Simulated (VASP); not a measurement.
A run of VASP 6.6.1 is set up as follows.

Contents of INCAR:

```
SYSTEM = B
PREC     = Accurate       ! precision mode
ENCUT    = 600            ! plane-wave cutoff, eV
EDIFF    = 1E-6           ! SCF threshold, eV
ISMEAR   = -1             ! smearing method
SIGMA    = 0.05           ! smearing width, eV
LREAL    = .False.        ! projectors in reciprocal space
LASPH    = .True.         ! aspherical terms in the spheres
NELM     = 60             ! most SCF steps
ALGO     = Normal         ! electronic algorithm
ISIF     = 4              ! what is computed and relaxed
LWAVE    = .False.        ! write WAVECAR
LCHARG   = .False.        ! write CHGCAR
GGA      = PE             ! functional
IBRION   = 2              ! ionic algorithm
NSW      = 50             ! ionic steps
EDIFFG   = -0.005         ! ionic threshold
```

The input KPOINTS:

```
regular mesh
0
Gamma
  15 15 5
  0 0 0
```

Contents of POSCAR:

```
B
1.0
    2.8358440554      0.0000000000      0.0000000000
   -1.4179220277      2.4559129932      0.0000000000
    0.0000000000      0.0000000000      3.8298977681
B
4
Direct
    0.0000000000      0.0000000000      0.2500000000
    0.0000000000      0.0000000000      0.7500000000
    0.3333333333      0.6666666667      0.2500000000
    0.6666666667      0.3333333333      0.7500000000
```

Potentials or basis: VASP PAW PBE potentials, release 64 (B).

Run with:

```bash
$ cat potpaw_PBE.64/B/POTCAR > POTCAR
$ mpirun -np 1 vasp_std > vasp.out
```

Problem. Estimate the band gap on the k mesh.

Solution. Zero (band 6 reaches 8.30 eV, above the bottom of band 7 at 5.56 eV).

Stress tensor (GPa, compression positive):
```
33.12  0.00  0.00
 0.00 33.12  0.00
 0.00  0.00 32.99
```
